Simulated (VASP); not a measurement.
Pb:

```
CELL_PARAMETERS angstrom
3.59349 0.00000 0.00000
-1.79674 3.11205 0.00000
0.00000 0.00000 11.72070
ATOMIC_POSITIONS crystal
Pb 0.66667 0.33333 0.75000
Pb 0.00000 0.00000 0.50000
Pb 0.33333 0.66667 0.25000
Pb 0.00000 0.00000 0.00000
```

This cell differs from its parent crystal: volume scaled by 1.06.

Base run:

| Quantity | Value |
| --- | --- |
| Program | VASP 6.6.1 |
| Functional | PBEsol |
| Potentials or basis | VASP PAW PBE potentials, release 64 (Pb_d) |
| Cutoff | 520 eV |
| k mesh | 9 × 9 × 3 |
| Occupations | fermi-dirac, width 0.05 eV |
| Spin | no spin polarisation |

Its results: band gap on the k mesh zero (band 28 reaches 11.49 eV, above the bottom of band 29 at 4.38 eV); pressure -3.7 GPa.

Q: The run is repeated on the same cell with these changes: functional from PBEsol to PBE; further incar settings from ALGO = Fast; EDIFF = 1e-07; NBANDS = 36 to ALGO = Fast; EDIFF = 1e-06; NBANDS = 36. What comes out?

A: Band gap on the k mesh zero (band 28 reaches 11.67 eV, above the bottom of band 29 at 4.57 eV); pressure -1.2 GPa.

Caveats: spin-orbit coupling is left out, which moves the levels of the heavy elements; the PAW data sets were made with another functional, which shifts forces and pressure a little (some runs).
